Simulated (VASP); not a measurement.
NaCl: single point with PBE

Crystal: NaCl.

```
Na Cl
1.0
     0.00000    2.82000    2.82000
     2.82000    0.00000    2.82000
     2.82000    2.82000    0.00000
Na Cl
1 1
Direct
  0.00000 0.00000 0.00000
  0.50000 0.50000 0.50000
```

```json
{
  "Program": "VASP 6.6.1",
  "Task": "single point",
  "Functional": "PBE",
  "Potentials or basis": "VASP PAW PBE potentials, release 64 (Na_pv, Cl)",
  "Cutoff": "500 eV",
  "k mesh": "6 × 6 × 6",
  "Occupations": "gaussian, width 0.01 eV",
  "Spin": "no spin polarisation",
  "Dipole correction": "no",
  "Further INCAR settings": "ALGO = Normal; EDIFF = 1e-06; NBANDS = 14"
}
```

| Item | Value |
| --- | --- |
| Pressure | 0.7 GPa |
| Band gap on the k mesh | 5.11 eV, direct |

Levels at points of the mesh, in eV from the valence-band top:
| k point | band 4 | band 5 | band 6 | band 7 | band 8 | band 9 | band 10 | band 11 |
| --- | --- | --- | --- | --- | --- | --- | --- | --- |
| (0.00, 0.00, 0.00) | -12.66 | 0.00 | 0.00 | 0.00 | 5.11 | 11.12 | 11.12 | 11.12 |
| (0.50, 0.00, 0.00) | -12.32 | -1.92 | -0.26 | -0.26 | 7.27 | 10.62 | 10.97 | 10.97 |
| (0.50, 0.50, 0.00) | -12.27 | -1.66 | -0.60 | -0.60 | 7.54 | 8.08 | 11.32 | 14.78 |

It took 5.6 s on 1 thread of AMD EPYC 9R45 96-Core Processor (Zen 5), on a shared host, peak memory 0.13 GiB.
